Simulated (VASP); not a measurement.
Input of a VASP 6.6.1 run:

INCAR

```
SYSTEM = Mg2CdSe3
ALGO     = Normal         ! electronic algorithm
EDIFF    = 1E-7           ! SCF threshold, eV
ENCUT    = 520            ! plane-wave cutoff, eV
GGA      = PE             ! functional
ISIF     = 2              ! what is computed and relaxed
ISMEAR   = 0              ! smearing method
LASPH    = .TRUE.         ! aspherical terms in the spheres
LCHARG   = .FALSE.        ! write CHGCAR
LREAL    = .FALSE.        ! projectors in reciprocal space
LWAVE    = .FALSE.        ! write WAVECAR
NBANDS   = 26             ! bands
NELM     = 100            ! most SCF steps
PREC     = Accurate       ! precision mode
SIGMA    = 0.1            ! smearing width, eV
```

KPOINTS

```
k-points
0
G
  6 6 2
  0 0 0
```

The input POSCAR:

```
Mg2CdSe3
1.0
    4.0675907000      0.0000000000      0.0000000000
   -2.0337953500      3.5226368800      0.0000000000
    0.0000000000      0.0000000000      9.9635217100
Mg Cd Se
2 1 3
Direct
    0.6666666700      0.3333333300      0.1666666700
    0.3333333300      0.6666666700      0.8333333300
    0.0000000000      0.0000000000      0.5000000000
    0.6666666700      0.3333333300      0.6666666700
    0.0000000000      0.0000000000      0.0000000000
    0.3333333300      0.6666666700      0.3333333300
```

Potentials or basis: VASP PAW PBE potentials, release 64 (Mg, Cd, Se).

The run is started by

```bash
$ cat potpaw_PBE.64/Mg/POTCAR potpaw_PBE.64/Cd/POTCAR potpaw_PBE.64/Se/POTCAR > POTCAR
$ mpirun -np 1 vasp_std > vasp.out
```

(1) What does it give for the largest force?

(2) Predict the band gap on the k mesh.

(3) Estimate the pressure.

## Answers

(1) 0.434 eV/Å.

(2) 0.81 eV (least direct gap 1.17 eV).

(3) -4.1 GPa.

Caveat: the cell stands under tension.
